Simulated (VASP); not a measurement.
**Si2Mo: single point with PBEsol**

The system is Si2Mo, a slab with vacuum.

```xyz
18
Lattice="4.5114 0.0000 0.0000 0.0000 4.5146 0.0000 0.0000 0.0000 26.0590" Properties=species:S:1:pos:R:3 pbc="T T T"
Si    0.0000    1.9353    7.4806
Si    0.0000    0.0137    8.8539
Si    2.2557    3.4072    9.3545
Si    2.2557    1.1483   10.7380
Si    0.0000    4.5193   11.4107
Si    0.0000    2.2579   12.6954
Si    2.2557    1.1169   13.3636
Si    2.2557    3.3702   14.6483
Si    0.0000    2.2265   15.3210
Si    0.0000   -0.0323   16.7045
Si    2.2557    3.3612   17.2051
Si    2.2557    1.4395   18.5784
Mo    2.2557    1.2042    8.2281
Mo    0.0000    2.2678   10.1247
Mo    2.2557    3.3908   12.0478
Mo    0.0000    4.4986   14.0112
Mo    2.2557    1.1071   15.9343
Mo    0.0000    2.1707   17.8309
```

* Program: VASP 6.6.1
* Task: single point
* Functional: PBEsol
* Potentials or basis: VASP PAW PBE potentials, release 64 (Si, Mo_sv)
* Cutoff: 520 eV
* k mesh: 8 × 8 × 1
* Occupations: gaussian, width 0.1 eV
* Spin: no spin polarisation

The largest force is 0.032 eV/Å and the band gap on the k mesh is zero (bands 66 and 67 overlap by 0.21 eV).

Forces on the atoms (eV/Å):
```
Si   0.000  0.017 -0.021
Si   0.000 -0.016 -0.012
Si   0.000  0.008 -0.004
Si   0.000 -0.003 -0.001
Si   0.000  0.007 -0.006
Si   0.000 -0.003 -0.001
Si   0.000  0.003  0.001
Si   0.000 -0.007  0.006
Si   0.000  0.003  0.001
Si   0.000 -0.008  0.004
Si   0.000  0.016  0.012
Si   0.000 -0.017  0.021
Mo   0.000 -0.017 -0.027
Mo   0.000  0.008  0.006
Mo   0.000  0.003  0.008
Mo   0.000 -0.003 -0.008
Mo   0.000 -0.008 -0.006
Mo   0.000  0.017  0.027
```

Levels at points of the mesh, in eV from the Fermi level:
```tsv
k point	band 62	band 63	band 64	band 65	band 66	band 67	band 68	band 69	band 70	band 71
(0.00, 0.00, 0.00)	-0.96	-0.95	-0.78	-0.72	-0.50	0.07	0.62	0.82	0.86	2.00
(0.50, 0.00, 0.00)	-1.24	-0.27	-0.27	0.03	0.03	0.61	0.61	1.44	1.44	2.35
(0.00, 0.50, 0.00)	-0.97	-0.66	-0.52	-0.23	-0.15	-0.14	0.61	0.68	0.79	1.02
(0.50, 0.50, 0.00)	-0.98	-0.40	-0.40	0.02	0.02	0.24	0.24	1.05	1.05	1.14
```

It took 26 min on 1 thread of Intel(R) Xeon(R) 6975P-C (Granite Rapids), with other jobs on the host, peak memory 0.94 GiB.

Caveat: the PAW data sets were made with another functional, which shifts forces and pressure a little.
